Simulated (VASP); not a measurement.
## VH2: single point with PBEsol

The system is VH2.

```
CELL_PARAMETERS angstrom
2.06127 2.06127 0.00000
-2.06127 2.06127 0.00000
0.00000 0.00000 4.18916
ATOMIC_POSITIONS crystal
V 0.00000 0.00000 0.00000
V 0.50000 0.50000 0.50000
H 0.00000 0.50000 0.75000
H 0.50000 0.00000 0.75000
H 0.50000 0.00000 0.25000
H 0.00000 0.50000 0.25000
```

This cell differs from its parent crystal: biaxial strain in the a-b plane: -1.0 %.

```
Program                : VASP 6.6.1
Task                   : single point
Functional             : PBEsol
Potentials or basis    : VASP PAW PBE potentials, release 64 (V_sv, H)
Cutoff                 : 520 eV
k mesh                 : 12 × 12 × 8
Occupations            : gaussian, width 0.1 eV
Spin                   : no spin polarisation
Dipole correction      : no
Further INCAR settings : ALGO = Normal; EDIFF = 1e-06; NBANDS = 24
```

```json
{
 "Pressure": "2.9 GPa",
 "Band gap on the k mesh": "zero (bands 15 and 16 overlap by 2.64 eV)"
}
```

Stress tensor (GPa, compression positive):
```
3.90 0.00 0.00
0.00 3.90 0.00
0.00 0.00 0.86
```

Levels at points of the mesh, in eV from the Fermi level:
| k point | band 13 | band 14 | band 15 | band 16 | band 17 | band 18 |
| --- | --- | --- | --- | --- | --- | --- |
| (0.00, 0.00, 0.00) | -1.12 | -1.03 | -1.03 | 0.77 | 0.90 | 1.37 |
| (0.50, 0.00, 0.00) | -1.66 | -1.66 | 0.11 | 0.11 | 0.43 | 0.43 |
| (0.50, 0.50, 0.00) | -3.93 | -3.93 | 1.75 | 1.75 | 1.78 | 1.78 |
| (0.00, 0.00, 0.50) | -0.94 | -0.94 | 0.03 | 0.03 | 0.03 | 0.03 |
| (0.50, 0.00, 0.50) | -0.99 | -0.99 | -0.87 | -0.87 | 1.65 | 1.65 |
| (0.50, 0.50, 0.50) | -2.94 | -2.94 | 0.32 | 0.32 | 1.86 | 1.86 |

Wall time 30 s on 1 thread of Intel(R) Xeon(R) 6975P-C (Granite Rapids), with other jobs on the host, peak memory 0.22 GiB.

Caveat: the cell differs from its parent crystal (biaxial strain in the a-b plane: -1.0 %); the PAW data sets were made with another functional, which shifts forces and pressure a little.
